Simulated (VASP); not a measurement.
# AlClF2 (P6/mmm) in VASP: further runs

The runs below take AlClF2 through relaxation of cell and atoms, single point, with PBE.

Everything below comes from runs of VASP 6.6.1. Logs are shortened: lines on timing, memory, paths and dates and some standing lists are left out, and cuts for length are marked.

### 1 The cell of the first run

Symmetry: P6/mmm, No. 191, hexagonal system. Conventional cell: a = 3.732 Å, b = 3.732 Å, c = 6.883 Å, α = 90.00°, β = 90.00°, γ = 120.00°. Within 2.1 Å of Al (site symmetry 6/mmm) lie 2 F at 1.60 Å. Cl (site symmetry 6/mmm) has 2 F at 1.84 Å within 2.4 Å. Within 2.1 Å of F (site symmetry 6mm) lie 1 Al at 1.60 Å and 1 Cl at 1.84 Å.

The cell was generated, and may not be a known phase.

### 2 Relaxation of cell and atoms, PBE

File INCAR:

```
PREC = Accurate
ENCUT = 600
EDIFF = 1E-6
ISMEAR = 0
SIGMA = 0.1
LREAL = False
LASPH = True
NELM = 100
ALGO = Normal
ISIF = 3
LWAVE = False
LCHARG = False
GGA = PE
IBRION = 2
NSW = 90
EDIFFG = -0.04
```

File KPOINTS:

```
Automatic mesh
0
Gamma
  6 6 4
```

File POSCAR:

```
AlClF2
1.0
    3.7318457000      0.0000000000      0.0000000000
   -1.8659228500      3.2318731800      0.0000000000
    0.0000000000      0.0000000000      6.8826750700
Al Cl F
1 1 2
Direct
    0.0000000000      0.0000000000      0.5000000000
    0.0000000000      0.0000000000      0.0000000000
    0.0000000000      0.0000000000      0.2679723400
    0.0000000000      0.0000000000      0.7320276600
```

Potentials or basis: VASP PAW PBE potentials, release 64 (Al, Cl, F).

Launch:

```console
$ cat potpaw_PBE.64/Al/POTCAR potpaw_PBE.64/Cl/POTCAR potpaw_PBE.64/F/POTCAR > POTCAR
$ mpirun -np 1 vasp_std > vasp.out
```

OUTCAR:

```text
PREC = Accurate
   ENCUT = 600
   EDIFF = 1E-6
   ISMEAR = 0
   LREAL = False
   LASPH = True
   NELM = 100
   ISIF = 3
   GGA = PE
   IBRION = 2
   NSW = 90
   EDIFFG = -0.04

 ion  position               nearest neighbor table
   1  0.000  0.000  0.500-   3 1.60   4 1.60
   2  0.000  0.000  0.000-   3 1.84   4 1.84
   3  0.000  0.000  0.268-   1 1.60   2 1.84
   4  0.000  0.000  0.732-   1 1.60   2 1.84

  LATTYP: Found a hexagonal cell.
 ALAT       =     3.7318457000
 C/A-ratio  =     1.8443085870

  Lattice vectors:

 A1 = (   3.7318457000,   0.0000000000,   0.0000000000)
 A2 = (  -1.8659228500,   3.2318731800,   0.0000000000)
 A3 = (   0.0000000000,   0.0000000000,   6.8826750700)

Analysis of symmetry for initial positions (statically):
=====================================================================
 Subroutine PRICEL returns:
 Original cell was already a primitive cell.

 Routine SETGRP: Setting up the symmetry group for a
 hexagonal supercell.

 Subroutine GETGRP returns: Found 24 space group operations
 (whereof 24 operations were pure point group operations)
 out of a pool of 24 trial point group operations.

The static configuration has the point symmetry D_6h.

Analysis of symmetry for dynamics (positions and initial velocities):
=====================================================================
 Subroutine PRICEL returns:
 Original cell was already a primitive cell.

 Routine SETGRP: Setting up the symmetry group for a
 hexagonal supercell.

 Subroutine GETGRP returns: Found 24 space group operations
 (whereof 24 operations were pure point group operations)
 out of a pool of 24 trial point group operations.

The dynamic configuration has the point symmetry D_6h.

 Subroutine INISYM returns: Found 24 space group operations
 (whereof 24 operations are pure point group operations),
 and found     1 'primitive' translations

----------------------------------------------------------------------------------------

                                     Primitive cell

  volume of cell :      83.0109

  direct lattice vectors                    reciprocal lattice vectors
     3.731845700  0.000000000  0.000000000     0.267963919  0.154709041  0.000000000
    -1.865922850  3.231873180  0.000000000     0.000000000  0.309418082  0.000000000
     0.000000000  0.000000000  6.882675070     0.000000000  0.000000000  0.145292345

  length of vectors
     3.731845700  3.731845701  6.882675070     0.309418082  0.309418082  0.145292345

  position of ions in fractional coordinates (direct lattice)
[... 99 lines left out ...]
     AMIX_MAG =   1.60;   BMIX_MAG =  1.00
  volume/ion in A,a.u.               =      20.75       140.05
  Fermi-wavevector in a.u.,A,eV,Ry     =   1.082514  2.045655 15.943802  1.171836
  Thomas-Fermi vector in A             =   2.218557
   LORBIT       =      0    0 simple, 1 ext, 2 COOP (PROOUT), +10 PAW based schemes
   GGA     = PE    functional components
   LHFCALC =     F    Hartree Fock is set to
   AEXX    =    0.0000 exact exchange contribution
   IVDW    =     0    specifies the selected vdW correction
   LEPSILON=     F    determine dielectric tensor
   LRPA    =     F    only Hartree local field effects (RPA)
 conjugate gradient relaxation of ions
 non-spin polarized calculation
 Gauss-broadening in eV      SIGMA  =   0.10
  energy-cutoff  :      600.00
  volume of cell :       83.01
 maximum number of plane-waves:      2800
 NGX is ok and might be reduce to    30
   NGX = 15   NGY = 15   NGZ = 27

--------------------------------------- Ionic step        1  -------------------------------------------

 number of electron      23.9999999 magnetization

 Free energy of the ion-electron system (eV)
  ---------------------------------------------------
  ext. energy  EPLUGINS =         0.00000000
  ---------------------------------------------------
  free energy    TOTEN  =       -11.67296163 eV

  energy without entropy =      -11.66750798  energy(sigma->0) =      -11.67023481

------------------------ aborting loop because EDIFF is reached ----------------------------------------

  FORCE on cell =-STRESS in cart. coord.  units (eV):
  Direction    XX          YY          ZZ          XY          YZ          ZX
  --------------------------------------------------------------------------------------
  -------------------------------------------------------------------------------------
  Total       -1.0522299     -1.0522299     26.8315450     -0.0000000     -0.0000000      0.0000000
  in kB      -20.3088798    -20.3088798    517.8703016     -0.0000000     -0.0000000      0.0000000
  external PRESSURE =     159.0841807 kB  Pullay stress =       0.0000000 kB
[... 95 lines left out ...]
  FREE ENERGIE OF THE ION-ELECTRON SYSTEM (eV)
  ---------------------------------------------------
  free  energy   TOTEN  =       -12.9589381696 eV

  energy  without entropy=      -12.9554171527  energy(sigma->0) =      -12.95717766

 E-fermi :   0.0081     XC(G=0):  -8.4869

 val. band max:       -0.0021667539   @ k =   0.1667   0.1667   0.5000
 cond. band min:       0.0220031410   @ k =   0.5000  -0.0000   0.0000
 fundamental gap:      0.0241698949
 Fermi energy:         0.0080541605

 k-point     1 :       0.0000    0.0000    0.0000
  band No.  band energies     occupation
      1     -22.7957      2.00000
      2     -22.6198      2.00000
      3     -14.2107      2.00000
      4      -6.7493      2.00000
      5      -4.8206      2.00000
      6      -2.8514      2.00000
[... 376 lines left out ...]
      3     -12.7354      2.00000
      4      -5.0798      2.00000
      5      -4.2778      2.00000
      6      -4.2512      2.00000
[... 8 lines left out ...]
     15       5.5244      0.00000
     16      11.9424      0.00000

[... ionic steps 4 to 30 ...]

--------------------------------------- Ionic step       31  -------------------------------------------

 number of electron      23.9999981 magnetization

------------------------ aborting loop because EDIFF is reached ----------------------------------------
[... 71 lines left out ...]
--------------------------------------- Ionic step       33  -------------------------------------------

 number of electron      23.9999967 magnetization

 Free energy of the ion-electron system (eV)
  ---------------------------------------------------
  ext. energy  EPLUGINS =         0.00000000
  ---------------------------------------------------
  free energy    TOTEN  =       -14.36581450 eV

  energy without entropy =      -14.34857031  energy(sigma->0) =      -14.35719241

 E-fermi :  -0.1587     XC(G=0):  -8.3927

 val. band max:       -0.1673443515   @ k =   0.1667   0.1667   0.5000
 cond. band min:      -0.1418988297   @ k =   0.5000  -0.0000   0.0000
 fundamental gap:      0.0254455217
 Fermi energy:        -0.1587239277

 k-point     1 :       0.0000    0.0000    0.0000
  band No.  band energies     occupation
      1     -22.9839      2.00000
      2     -22.8033      2.00000
      3     -14.3903      2.00000
      4      -6.8991      2.00000
      5      -4.9209      2.00000
      6      -3.0272      2.00000
[... 419 lines left out ...]
  FREE ENERGIE OF THE ION-ELECTRON SYSTEM (eV)
  ---------------------------------------------------
  free  energy   TOTEN  =       -14.3658145043 eV

  energy  without entropy=      -14.3485703058  energy(sigma->0) =      -14.35719241

 reached required accuracy - stopping structural energy minimisation
```

Run time: 19 min. Hardware: 1 thread of Intel Xeon 8259CL, shared host; peak memory 0.24 GiB.

Results:

| Quantity | Value |
| --- | --- |
| Free energy | -14.3658 eV |
| Relaxed volume | 18.47 Å³/atom |
| Relaxed cell | a = 3.045 Å, b = 3.045 Å, c = 9.200 Å, α = 90.00°, β = 90.00°, γ = 120.00° |
| Space group after relaxing (to 0.1 Å) | P6/mmm (No. 191) |
| Energy gained by relaxing | 673.2 meV/atom |
| Ionic steps | 33 |
| Pressure after relaxing | 0.0 GPa |
| Band gap on the k mesh | zero (bands 12 and 13 overlap by 1.03 eV) |

Step by step:
| step | energy change (eV) | largest force (eV/Å) | pressure (GPa) | volume (Å³) |
| --- | --- | --- | --- | --- |
| 1 | 0.0000 | 1.4714 | 15.91 | 83.01 |
| 2 | 0.6798 | 1.5258 | -9.79 | 107.10 |
| 3 | -1.2860 | 1.4787 | -1.88 | 92.67 |
| 4 | -1.3018 | 1.4279 | -0.96 | 91.89 |
| 5 | -1.3040 | 1.3969 | -0.53 | 91.51 |
| 6 | -1.4602 | 1.1763 | -0.87 | 91.18 |
| 7 | -1.8693 | 0.5806 | 1.64 | 90.03 |
| 8 | -0.0336 | 12.9917 | 22.29 | 87.14 |
| 9 | -1.9382 | 0.5574 | 3.68 | 89.73 |
| 10 | -1.9499 | 1.0956 | 4.51 | 89.53 |
| 11 | -1.9918 | 1.1425 | 4.31 | 89.71 |
| 12 | -2.0998 | 1.3481 | 3.79 | 90.23 |
| 13 | -2.2297 | 1.9469 | 3.21 | 91.15 |
| 14 | -2.1333 | 3.7852 | 3.99 | 92.51 |
| 15 | -2.3134 | 1.4936 | -1.65 | 94.51 |
| 16 | -2.3134 | 1.4564 | -1.76 | 94.54 |
| 17 | -2.3574 | 1.2697 | -1.84 | 93.66 |
| 18 | -2.4635 | 0.7676 | -2.03 | 91.05 |
| 19 | -2.5734 | 0.0295 | -2.12 | 85.94 |
| 20 | -2.5819 | 0.2748 | -2.06 | 84.23 |
| 21 | -2.6046 | 0.0448 | -0.95 | 82.12 |
| 22 | -2.6143 | 0.4024 | 0.33 | 79.94 |
| 23 | -2.6263 | 0.3268 | 0.28 | 79.19 |
| 24 | -2.6555 | 0.1075 | 0.15 | 76.98 |
| 25 | -2.6781 | 0.2998 | 0.20 | 72.63 |
| 26 | -2.6784 | 0.2604 | 0.18 | 73.06 |
| 27 | -2.6807 | 0.2297 | 0.21 | 73.06 |
| 28 | -2.6863 | 0.1355 | 0.33 | 73.03 |
| 29 | -2.6914 | 0.0563 | 0.55 | 72.97 |
| 30 | -2.6912 | 0.1954 | -0.35 | 73.48 |
| 31 | -2.6922 | 0.0623 | 0.12 | 73.21 |
| 32 | -2.6925 | 0.0436 | 0.08 | 73.41 |
| 33 | -2.6929 | 0.0002 | 0.00 | 73.87 |

Final structure:
```xyz
4
Lattice="3.0448 0.0000 0.0000 -1.5224 2.6369 0.0000 0.0000 0.0000 9.2004" Properties=species:S:1:pos:R:3 pbc="T T T"
Al    0.0000    0.0000    4.6002
Cl    0.0000    0.0000    0.0000
F     0.0000    0.0000    2.9517
F     0.0000    0.0000    6.2487
```

Caveat: a cell axis changed by over 15 % at a fixed basis, so the end point is rough; this functional lacks dispersion, which binds layers or chains, so the pressure and a relaxed spacing across them are unreliable.

(Continued in part 2 of 3.)

The gap in the log of VASP goes by the Fermi energy; the results here count the filled bands.